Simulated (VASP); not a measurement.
Write the native input for VASP 6.6.1 that does the following.

```
Task                   : single point
Functional             : PBE
Potentials or basis    : VASP PAW PBE potentials, release 64 (S)
Cutoff                 : 520 eV
k mesh                 : 13 × 13 × 13
Occupations            : fermi-dirac, width 0.08 eV
Spin                   : no spin polarisation
Dipole correction      : no
Further INCAR settings : ALGO = Normal; EDIFF = 1e-06; NBANDS = 13
```

The structure of S lies in POSCAR:

```
S
1.0
    1.8091575748     -1.0445176128      2.9573361161
    0.0000000000      2.0890352256      2.9573361161
   -1.8091575748     -1.0445176128      2.9573361161
S
2
Direct
    0.2499998920      0.2499998920      0.2499998920
   -0.2499998920     -0.2499998920     -0.2499998920
```

These files were run (other wordings do the same):

INCAR

```
SYSTEM = S
PREC = Accurate ; ENCUT = 520
EDIFF = 1E-6 ; ISMEAR = -1
SIGMA = 0.08 ; LREAL = .FALSE.
LASPH = .TRUE. ; NELM = 60
ALGO = Normal ; ISIF = 2
LWAVE = .FALSE. ; LCHARG = .FALSE.
GGA = PE ; NBANDS = 13
```

KPOINTS

```
regular mesh
0
G
  13 13 13
  0 0 0
```

Potentials or basis: VASP PAW PBE potentials, release 64 (S).

Command:

```bash
$ cat potpaw_PBE.64/S/POTCAR > POTCAR
$ mpirun -np 1 vasp_std > vasp.out
```

Results of the run:

The pressure is 2.1 GPa. The band gap on the k mesh is zero (band 6 reaches 10.09 eV, above the bottom of band 7 at 5.35 eV).

It took 28 s on 1 thread of Intel(R) Xeon(R) 6975P-C (Granite Rapids), on a shared host, peak memory 0.2 GiB.
